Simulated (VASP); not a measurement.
# SiC (Moissanite) (P6_3mc) in VASP: notebook

The runs below take SiC (Moissanite) through single point, with PBE.

Everything below comes from runs of VASP 6.6.1. Logs are shortened: lines on timing, memory, paths and dates and some standing lists are left out, and cuts for length are marked.

## 1. The cell of the first run

The structure is hexagonal, space group P6_3mc (No. 186). Conventional cell: a = 3.076 Å, b = 3.076 Å, c = 4.998 Å, α = 90.00°, β = 90.00°, γ = 120.00°. Si (site symmetry 3m) has 4 C at 1.88 Å within 2.5 Å. C (site symmetry 3m) has 4 Si at 1.88 Å within 2.5 Å.

## 2. Single point, PBE (z stretched by -1 %, then relaxed in part)

The input, INCAR:

```
ALGO = Normal
EDIFF = 1E-6
ENCUT = 520
GGA = PE
ISIF = 2
ISMEAR = -1
LASPH = True
LCHARG = True
LELF = True
LREAL = False
LVHAR = True
LWAVE = False
NBANDS = 16
NELM = 80
PREC = Accurate
SIGMA = 0.02
```

The input, KPOINTS:

```
k-points
0
Gamma
  16 16 9
```

The input, POSCAR:

```
SiC
1.0
    3.0760000000      0.0000000000      0.0000000000
   -1.5380000000      2.6638941420      0.0000000000
    0.0000000000      0.0000000000      4.9975200000
Si C
2 2
Direct
    0.3333333333      0.6666666667      0.0040193483
    0.6666666667      0.3333333333      0.5040193483
    0.3333333333      0.6666666667      0.3809806517
    0.6666666667      0.3333333333      0.8809806517
```

Potentials or basis: VASP PAW PBE potentials, release 64 (Si, C).

Launch:

```bash
> cat potpaw_PBE.64/Si/POTCAR potpaw_PBE.64/C/POTCAR > POTCAR
> mpirun -np 1 vasp_std > vasp.out
```

OUTCAR:

```text
EDIFF = 1E-6
   ENCUT = 520
   GGA = PE
   ISIF = 2
   ISMEAR = -1
   LASPH = True
   LREAL = False
   NELM = 80
   PREC = Accurate

 ion  position               nearest neighbor table
   1  0.333  0.667  0.004-   4 1.88   4 1.88   4 1.88   3 1.88   2 3.07   2 3.07   2 3.07   2 3.07
                             2 3.07   2 3.07
   2  0.667  0.333  0.504-   3 1.88   3 1.88   3 1.88   4 1.88   1 3.07   1 3.07   1 3.07   1 3.07
                             1 3.07   1 3.07
   3  0.333  0.667  0.381-   2 1.88   2 1.88   2 1.88   1 1.88
   4  0.667  0.333  0.881-   1 1.88   1 1.88   1 1.88   2 1.88

  LATTYP: Found a hexagonal cell.
 ALAT       =     3.0760000000
 C/A-ratio  =     1.6246814044

  Lattice vectors:

 A1 = (   3.0760000000,   0.0000000000,   0.0000000000)
 A2 = (  -1.5380000000,   2.6638941420,   0.0000000000)
 A3 = (   0.0000000000,   0.0000000000,   4.9975200000)

Analysis of symmetry for initial positions (statically):
=====================================================================
 Subroutine PRICEL returns:
 Original cell was already a primitive cell.

 Routine SETGRP: Setting up the symmetry group for a
 hexagonal supercell.

 Subroutine GETGRP returns: Found 12 space group operations
 (whereof  6 operations were pure point group operations)
 out of a pool of 24 trial point group operations.

The static configuration has the point symmetry C_3v.
 The point group associated with its full space group is C_6v.

Analysis of symmetry for dynamics (positions and initial velocities):
=====================================================================
 Subroutine PRICEL returns:
 Original cell was already a primitive cell.

 Routine SETGRP: Setting up the symmetry group for a
 hexagonal supercell.

 Subroutine GETGRP returns: Found 12 space group operations
 (whereof  6 operations were pure point group operations)
 out of a pool of 24 trial point group operations.

The dynamic configuration has the point symmetry C_3v.
 The point group associated with its full space group is C_6v.

 Subroutine INISYM returns: Found 12 space group operations
 (whereof  6 operations are pure point group operations),
 and found     1 'primitive' translations

----------------------------------------------------------------------------------------

                                     Primitive cell

  volume of cell :      40.9504

  direct lattice vectors                    reciprocal lattice vectors
     3.076000000  0.000000000  0.000000000     0.325097529  0.187695146  0.000000000
    -1.538000000  2.663894142  0.000000000     0.000000000  0.375390292  0.000000000
     0.000000000  0.000000000  4.997520000     0.000000000  0.000000000  0.200099249

  length of vectors
     3.076000000  3.076000000  4.997520000     0.375390292  0.375390292  0.200099249

  position of ions in fractional coordinates (direct lattice)
     0.333333333  0.666666667  0.004019348
     0.666666667  0.333333333  0.504019348
     0.333333333  0.666666667  0.380980652
     0.666666667  0.333333333  0.880980652

  ion indices of the primitive-cell ions
   primitive index   ion index
                 1           1
                 2           2
                 3           3
                 4           4

----------------------------------------------------------------------------------------

 KPOINTS: k-points

Automatic generation of k-mesh.
 Grid dimensions read from file:
 generate k-points for:   16   16    9

 Generating k-lattice:

  Cartesian coordinates                     Fractional coordinates (reciprocal lattice)
     0.020318596  0.011730947  0.000000000     0.062500000  0.000000000  0.000000000
     0.000000000  0.023461893  0.000000000     0.000000000  0.062500000  0.000000000
     0.000000000  0.000000000  0.022233250     0.000000000  0.000000000  0.111111111

  Length of vectors
     0.023461893  0.023461893  0.022233250

  Shift w.r.t. Gamma in fractional coordinates (k-lattice)
     0.000000000  0.000000000  0.000000000

 Subroutine IBZKPT returns following result:
 ===========================================

 Found    150 irreducible k-points:

 Following reciprocal coordinates:
            Coordinates               Weight
  0.000000  0.000000  0.000000      1.000000
  0.062500 -0.000000  0.000000      6.000000
  0.125000 -0.000000  0.000000      6.000000
  0.187500 -0.000000  0.000000      6.000000
  0.250000 -0.000000  0.000000      6.000000
  0.312500 -0.000000  0.000000      6.000000
[... 16 lines left out ...]
  0.187500  0.187500  0.000000      6.000000
  0.250000  0.187500  0.000000     12.000000
 [... further k-points ...]
   k-points           NKPTS =    150   k-points in BZ     NKDIM =    150   number of bands    NBANDS=     16
   number of dos      NEDOS =    301   number of ions     NIONS =      4
   total plane-waves  NPLWV =  23040
   dimension x,y,z NGX =    24 NGY =   24 NGZ =   40
   dimension x,y,z NGXF=    48 NGYF=   48 NGZF=   80
   ions per type =               2   2
   NGX,Y,Z   is equivalent  to a cutoff of  12.97, 12.97, 13.31 a.u.
   NGXF,Y,Z  is equivalent  to a cutoff of  25.94, 25.94, 26.61 a.u.
 SYSTEM =  unknown system
   PREC   = accura    normal or accurate (medium, high low for compatibility)
   ISTART =      0    job   : 0-new  1-cont  2-samecut
   ICHARG =      2    charge: 1-file 2-atom 10-const
   ISPIN  =      1    spin polarized calculation?
   LNONCOLLINEAR =      F non collinear calculations
   LSORBIT =      F    spin-orbit coupling
   LASPH  =      T    aspherical Exc in radial PAW
   ENCUT  =  520.0 eV  38.22 Ry    6.18 a.u.   5.72  5.72  9.29*2*pi/ulx,y,z
   NELM   =     80;   NELMIN=  2; NELMDL= -5     # of ELM steps
   EDIFF  = 0.1E-05   stopping-criterion for ELM
   LREAL  =      F    real-space projection
   EDIFFG = 0.1E-04   stopping-criterion for IOM
   NSW    =      0    number of steps for IOM
   IBRION =     -1    ionic relax: 0-MD 1-quasi-New 2-CG
   NFREE  =      0    steps in history (QN), initial steepest desc. (CG)
   ISIF   =      2    stress and relaxation
   ISYM   =      2    0-nonsym 1-usesym 2-fastsym
   POTIM  = 0.5000    time-step for ionic-motion
   TEBEG  =    0.0;   TEEND  =   0.0 temperature during run
   PSTRESS=    0.0 pullay stress
   NELECT =      16.0000    total number of electrons
   NUPDOWN=      -1.0000    fix difference up-down
   EMIN   =  10.00;   EMAX   =-10.00  energy-range for DOS
   EFERMI =   0.00;   METHOD = LEGACY
   ISMEAR =    -1;   SIGMA  =   0.02  broadening in eV -4-tet -1-fermi 0-gaus
   EFERMI_NEDOS =   21; number of points for ismear=-14 and -15
   IALGO  =     38    algorithm
   IMIX   =      4    mixing-type and parameters
     AMIX     =   0.40;   BMIX     =  1.00
     AMIX_MAG =   1.60;   BMIX_MAG =  1.00
  volume/ion in A,a.u.               =      10.24        69.09
  Fermi-wavevector in a.u.,A,eV,Ry     =   1.196820  2.261662 19.488691  1.432378
  Thomas-Fermi vector in A             =   2.332751
   LORBIT       =      0    0 simple, 1 ext, 2 COOP (PROOUT), +10 PAW based schemes
   GGA     = PE    functional components
   LHFCALC =     F    Hartree Fock is set to
   AEXX    =    0.0000 exact exchange contribution
   IVDW    =     0    specifies the selected vdW correction
   LEPSILON=     F    determine dielectric tensor
   LRPA    =     F    only Hartree local field effects (RPA)
 non-spin polarized calculation
  energy-cutoff  :      520.00
  volume of cell :       40.95
 maximum number of plane-waves:      1116
 NGX is ok and might be reduce to    24
   NGX = 11   NGY = 11   NGZ = 19

 number of electron      15.9999999 magnetization

 Free energy of the ion-electron system (eV)
  ---------------------------------------------------
  ext. energy  EPLUGINS =         0.00000000
  ---------------------------------------------------
  free energy    TOTEN  =       -30.08749862 eV

  energy without entropy =      -30.08749862  energy(sigma->0) =      -30.08749862

 E-fermi :   8.7826     XC(G=0): -11.3931

 val. band max:        8.3479003572   @ k =   0.0000   0.0000   0.0000
 cond. band min:      10.7455763505   @ k =   0.3125   0.3125   0.0000
 fundamental gap:      2.3976759934
 Fermi energy:         8.7826306571

 k-point     1 :       0.0000    0.0000    0.0000
  band No.  band energies     occupation
      1      -7.2762      2.00000
      2      -3.5962      2.00000
      3      -0.3463      2.00000
      4       6.9797      2.00000
      5       6.9797      2.00000
      6       8.3345      2.00000
[... 8 lines left out ...]
     15      17.3680      0.00000
     16      19.8456      0.00000

 k-point     2 :       0.0625   -0.0000    0.0000
  band No.  band energies     occupation
      1      -7.2084      2.00000
      2      -3.5386      2.00000
      3      -0.2835      2.00000
      4       6.5763      2.00000
      5       6.8562      2.00000
      6       8.0803      2.00000
[... 8 lines left out ...]
     15      17.5437      0.00000
     16      19.0934      0.00000

 k-point     3 :       0.1250   -0.0000    0.0000
  band No.  band energies     occupation
      1      -7.0057      2.00000
      2      -3.3686      2.00000
      3      -0.0978      2.00000
      4       5.6003      2.00000
      5       6.5462      2.00000
      6       7.3948      2.00000
[... 8 lines left out ...]
     15      17.9819      0.00000
     16      18.2582      0.00000

 k-point     4 :       0.1875   -0.0000    0.0000
  band No.  band energies     occupation
      1      -6.6715      2.00000
      2      -3.0961      2.00000
      3       0.2009      2.00000
      4       4.3955      2.00000
      5       6.1576      2.00000
      6       6.4590      2.00000
[... 8 lines left out ...]
     15      18.0221      0.00000
     16      18.4676      0.00000
[... 324 lines left out ...]
 k-point    22 :       0.4375    0.1250    0.0000
  band No.  band energies     occupation
      1      -3.7714      2.00000
      2      -2.4134      2.00000
      3       0.8065      2.00000
      4       2.2235      2.00000
      5       3.0148      2.00000
      6       4.0043      2.00000
[... 8 lines left out ...]
     15      19.1653      0.00000
     16      20.7869      0.00000

 k-point    23 :       0.1875    0.1875    0.0000
  band No.  band energies     occupation
      1      -5.5107      2.00000
      2      -2.2834      2.00000
      3       1.0495      2.00000
      4       2.6572      2.00000
      5       3.6463      2.00000
      6       5.0738      2.00000
[... 8 lines left out ...]
     15      19.1537      0.00000
     16      19.2953      0.00000

 k-point    24 :       0.2500    0.1875    0.0000
  band No.  band energies     occupation
      1      -4.9056      2.00000
      2      -2.0321      2.00000
      3       1.1298      2.00000
      4       2.4649      2.00000
      5       3.0483      2.00000
      6       4.3064      2.00000
[... 8 lines left out ...]
     15      19.0463      0.00000
     16      19.9107      0.00000

 [... further k-points ...]
[... 5 lines left out ...]
  --------------------------------------------------------------------------------------
  -------------------------------------------------------------------------------------
  Total        1.0214872      1.0214872      2.2949130      0.0000000      0.0000000      0.0000000
  in kB       39.9655381     39.9655381     89.7881380      0.0000000      0.0000000      0.0000000
  external PRESSURE =      56.5730714 kB  Pullay stress =       0.0000000 kB

 VOLUME and BASIS-vectors are now :
 -----------------------------------------------------------------------------
  energy-cutoff  :      520.00
  volume of cell :       40.95
      direct lattice vectors                 reciprocal lattice vectors
     3.076000000  0.000000000  0.000000000     0.325097529  0.187695146  0.000000000
    -1.538000000  2.663894142  0.000000000     0.000000000  0.375390292  0.000000000
     0.000000000  0.000000000  4.997520000     0.000000000  0.000000000  0.200099249

 POSITION                                       TOTAL-FORCE (eV/Angst)
 -----------------------------------------------------------------------------------
     -0.00000      1.77593      0.02009        -0.000000      0.000000     -0.000333
      1.53800      0.88796      2.51885         0.000000      0.000000     -0.000333
     -0.00000      1.77593      1.90396        -0.000000      0.000000      0.000333
      1.53800      0.88796      4.40272         0.000000     -0.000000      0.000333
 -----------------------------------------------------------------------------------
    total drift:                               -0.000000      0.000000     -0.000153

  FREE ENERGIE OF THE ION-ELECTRON SYSTEM (eV)
  ---------------------------------------------------
  free  energy   TOTEN  =       -30.0874986219 eV

  energy  without entropy=      -30.0874986219  energy(sigma->0) =      -30.08749862
```

It took 53 s on 1 thread of AMD EPYC 9R45 (Zen 5), shared host; peak memory 0.18 GiB.

What came out:

```yaml
Free_energy: -30.0875 eV
Pressure: 5.7 GPa
Band_gap_on_the_k_mesh: 2.40 eV, indirect (least direct gap 3.91 eV)
```

Caveat: the cell differs from its parent crystal (z stretched by -1 %, then relaxed in part). A k mesh can miss the band edges.

## 3. Single point, PBE (z stretched by +1 %, then relaxed in part)

The input, INCAR:

```
SYSTEM = SiC
  PREC = Accurate
  ENCUT = 520
  EDIFF = 1E-6
  ISMEAR = -1
  SIGMA = 0.02
  LREAL = .False.
  LASPH = .True.
  NELM = 80
  ALGO = Normal
  ISIF = 2
  LWAVE = .False.
  LCHARG = .False.
  GGA = PE
  NBANDS = 16
```

The input, KPOINTS:

```
regular mesh
0
Gamma
  16 16 9
  0 0 0
```

The input, POSCAR:

```
SiC
1.0
    3.0760000000      0.0000000000      0.0000000000
   -1.5380000000      2.6638941420      0.0000000000
    0.0000000000      0.0000000000      5.0984800000
Si C
2 2
Direct
    0.3333333333      0.6666666667      0.0050902063
    0.6666666667      0.3333333333      0.5050902063
    0.3333333333      0.6666666667      0.3799097937
    0.6666666667      0.3333333333      0.8799097937
```

Potentials or basis: VASP PAW PBE potentials, release 64 (Si, C).

Launch:

```bash
> cat potpaw_PBE.64/Si/POTCAR potpaw_PBE.64/C/POTCAR > POTCAR
> mpirun -np 1 vasp_std > vasp.out
```

OUTCAR:

```text
SYSTEM = SiC
   PREC = Accurate
   ENCUT = 520
   EDIFF = 1E-6
   ISMEAR = -1
   LREAL = .False.
   LASPH = .True.
   NELM = 80
   ISIF = 2
   GGA = PE

 ion  position               nearest neighbor table
   1  0.333  0.667  0.005-   4 1.89   4 1.89   4 1.89   3 1.91   2 3.11   2 3.11   2 3.11   2 3.11
                             2 3.11   2 3.11
   2  0.667  0.333  0.505-   3 1.89   3 1.89   3 1.89   4 1.91   1 3.11   1 3.11   1 3.11   1 3.11
                             1 3.11   1 3.11
   3  0.333  0.667  0.380-   2 1.89   2 1.89   2 1.89   1 1.91
   4  0.667  0.333  0.880-   1 1.89   1 1.89   1 1.89   2 1.91

  LATTYP: Found a hexagonal cell.
 ALAT       =     3.0760000000
 C/A-ratio  =     1.6575032510

  Lattice vectors:

 A1 = (   3.0760000000,   0.0000000000,   0.0000000000)
 A2 = (  -1.5380000000,   2.6638941420,   0.0000000000)
 A3 = (   0.0000000000,   0.0000000000,   5.0984800000)

Analysis of symmetry for initial positions (statically):
=====================================================================
[... 173 lines left out ...]
  ---------------------------------------------------
  free energy    TOTEN  =       -30.10518162 eV

  energy without entropy =      -30.10518162  energy(sigma->0) =      -30.10518162

 E-fermi :   8.5655     XC(G=0): -11.3082

 val. band max:        8.1726430114   @ k =   0.0000   0.0000   0.0000
 cond. band min:      10.4529791184   @ k =   0.3125   0.3125   0.0000
 fundamental gap:      2.2803361070
 Fermi energy:         8.5655489455

 k-point     1 :       0.0000    0.0000    0.0000
  band No.  band energies     occupation
      1      -7.3426      2.00000
      2      -3.8859      2.00000
      3      -0.5249      2.00000
      4       6.9052      2.00000
      5       6.9052      2.00000
      6       7.9679      2.00000
[... 433 lines left out ...]
      3       0.9377      2.00000
      4       2.3471      2.00000
      5       2.9232      2.00000
      6       4.0932      2.00000
[... 8 lines left out ...]
     15      18.5505      0.00000
     16      19.4641      0.00000

 [... further k-points ...]
[... 5 lines left out ...]
  --------------------------------------------------------------------------------------
  -------------------------------------------------------------------------------------
  Total        0.7376056      0.7376056     -0.5413725      0.0000000     -0.0000000      0.0000000
  in kB       28.2872523     28.2872523    -20.7616940      0.0000000     -0.0000000      0.0000000
  external PRESSURE =      11.9376036 kB  Pullay stress =       0.0000000 kB

 VOLUME and BASIS-vectors are now :
 -----------------------------------------------------------------------------
  energy-cutoff  :      520.00
  volume of cell :       41.78
      direct lattice vectors                 reciprocal lattice vectors
     3.076000000  0.000000000  0.000000000     0.325097529  0.187695146  0.000000000
    -1.538000000  2.663894142  0.000000000     0.000000000  0.375390292  0.000000000
     0.000000000  0.000000000  5.098480000     0.000000000  0.000000000  0.196136888

 POSITION                                       TOTAL-FORCE (eV/Angst)
 -----------------------------------------------------------------------------------
     -0.00000      1.77593      0.02595        -0.000000      0.000000     -0.000733
      1.53800      0.88796      2.57519         0.000000     -0.000000     -0.000733
     -0.00000      1.77593      1.93696         0.000000     -0.000000      0.000733
      1.53800      0.88796      4.48620        -0.000000      0.000000      0.000733
 -----------------------------------------------------------------------------------
    total drift:                               -0.000000      0.000000      0.000082

  FREE ENERGIE OF THE ION-ELECTRON SYSTEM (eV)
  ---------------------------------------------------
  free  energy   TOTEN  =       -30.1051816194 eV

  energy  without entropy=      -30.1051816194  energy(sigma->0) =      -30.10518162
```

stdout:

```text
POSCAR found type information on POSCAR SiC
 POSCAR found :  2 types and       4 ions
 scaLAPACK will be used
 LDA part: xc-table for (Slater+PW92), standard interpolation
 POSCAR, INCAR and KPOINTS ok, starting setup
 FFT: planning ... GRIDC
 FFT: planning ... GRID_SOFT
 FFT: planning ... GRID
 WAVECAR not read
 entering main loop
```

It took 47 s on 1 thread of AMD EPYC 9R45 (Zen 5), shared host; peak memory 0.18 GiB.

Results:

- Free energy: -30.1052 eV
- Pressure: 1.2 GPa
- Band gap on the k mesh: 2.28 eV, indirect (least direct gap 4.03 eV)

Levels at points of the mesh, in eV from the valence-band top:
| k point | band 4 | band 5 | band 6 | band 7 | band 8 | band 9 | band 10 | band 11 | band 12 | band 13 |
| --- | --- | --- | --- | --- | --- | --- | --- | --- | --- | --- |
| (0.00, 0.00, 0.00) | -1.27 | -1.27 | -0.20 | 0.00 | 0.00 | 4.85 | 5.92 | 6.66 | 6.66 | 7.63 |
| (0.50, 0.00, 0.00) | -6.34 | -5.42 | -3.29 | -3.27 | -1.22 | 2.81 | 4.12 | 6.78 | 7.09 | 9.75 |

Caveat: the cell differs from its parent crystal (z stretched by +1 %, then relaxed in part). A k mesh can miss the band edges.
